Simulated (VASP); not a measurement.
Input of a VASP 6.6.1 run:

Contents of INCAR:

```
SYSTEM = HfN
PREC = Accurate
ENCUT = 520
EDIFF = 1E-7
ISMEAR = 0
SIGMA = 0.05
LREAL = .FALSE.
LASPH = .TRUE.
NELM = 100
ALGO = Normal
ISIF = 2
LWAVE = .FALSE.
LCHARG = .FALSE.
GGA = PE
NBANDS = 14
```

File KPOINTS:

```
regular mesh
0
G
  9 9 9
  0 0 0
```

POSCAR

```
HfN
1.0
    0.0000000000      2.4548220000      2.4548220000
    2.4548220000      0.0000000000      2.4548220000
    2.4548220000      2.4548220000      0.0000000000
Hf N
1 1
Direct
    0.0000000000      0.0000000000      0.0000000000
    0.2500000000      0.2500000000      0.2500000000
```

Potentials or basis: VASP PAW PBE potentials, release 64 (Hf_pv, N).

Command:

```bash
$ cat potpaw_PBE.64/Hf_pv/POTCAR potpaw_PBE.64/N/POTCAR > POTCAR
$ mpirun -np 1 vasp_std > vasp.out
```

(1) Predict the pressure.

(2) Predict the band gap on the k mesh.

Results:

(1) -0.3 GPa.

(2) zero (an odd number of electrons rules out a gap without spin polarisation).

Caveat: spin-orbit coupling is left out, which moves the levels of the heavy elements.
